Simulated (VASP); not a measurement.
Here is a VASP 6.6.1 calculation.

The input INCAR:

```
PREC = Accurate
ENCUT = 600
EDIFF = 1E-6
ISMEAR = 0
SIGMA = 0.1
LREAL = False
LASPH = True
NELM = 120
ALGO = Normal
ISIF = 2
LWAVE = False
LCHARG = True
GGA = PE
LELF = True
LVHAR = True
NBANDS = 32
GGA_COMPAT = False
```

File KPOINTS:

```
Automatic mesh
0
Gamma
  12 12 6
```

File POSCAR:

```
Ti2B5N
1.0
    2.9484389128      0.0000000000      0.0000000000
    0.0000000000      2.9484389128      0.0000000000
    0.0000000000      0.0000000000      7.7365699852
Ti B N
2 5 1
Direct
    0.0000000000      0.0000000000      0.0000000000
    0.5000000000      0.5000000000      0.5000000000
    0.0000000000      0.5000000000      0.2215233397
    0.5000000000      0.0000000000      0.7784766603
    0.5000000000      0.0000000000      0.2215233397
    0.0000000000      0.5000000000      0.7784766603
    0.5000000000      0.5000000000      0.0000000000
    0.0000000000      0.0000000000      0.5000000000
```

Potentials or basis: VASP PAW PBE potentials, release 64 (Ti_sv, B, N).

Command:

```console
$ cat potpaw_PBE.64/Ti_sv/POTCAR potpaw_PBE.64/B/POTCAR potpaw_PBE.64/N/POTCAR > POTCAR
$ mpirun -np 1 vasp_std > vasp.out
```

What does it give for the pressure?

-0.1 GPa.

Predict the band gap on the k mesh.

zero (bands 22 and 23 overlap by 2.62 eV).

Predict the largest force.

0.003 eV/Å.

Stress tensor (GPa, compression positive):
```
 0.01  0.00  0.00
 0.00  0.01  0.00
 0.00  0.00 -0.18
```
